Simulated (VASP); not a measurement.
TeW:

```
Te W
1.0
     0.00000    2.91755    2.91755
     2.91755    0.00000    2.91755
     2.91755    2.91755    0.00000
Te W
1 1
Direct
  0.00000 0.00000 0.00000
  0.50000 0.50000 0.50000
```

```yaml
Program: VASP 6.6.1
Task: relaxation of cell and atoms
Functional: PBE
Potentials_or_basis: VASP PAW PBE potentials, release 64 (Te, W_sv)
Cutoff: 600 eV
k_mesh: 6 × 6 × 6
Occupations: gaussian, width 0.1 eV
Spin: no spin polarisation
```

At the start: pressure -11.3 GPa; volume 24.83 Å³/atom.

**Question.** Where does the relaxation end?

**Answer.** Over 4 steps the energy falls by 115.8 meV/atom and the volume is 21.93 Å³/atom (-11.7 %); space group Fm-3m (No. 225, to 0.05 Å).

Step by step:
```csv
step,energy change (eV),largest force (eV/Å),pressure (GPa),volume (Å³)
1,0.0000,0.0000,-11.30,49.67
2,0.1294,0.0000,23.10,38.11
3,-0.2315,0.0000,-0.43,43.98
4,-0.2317,0.0000,-0.09,43.85
```

Final structure:
```yaml
crystal:
  lattice:
    - [0.00000, 2.79893, 2.79893]
    - [2.79893, 0.00000, 2.79893]
    - [2.79893, 2.79893, 0.00000]
  atoms:
    - { symbol: Te, position: [0.00000, 0.00000, 0.00000] }
    - { symbol: W, position: [0.50000, 0.50000, 0.50000] }
```
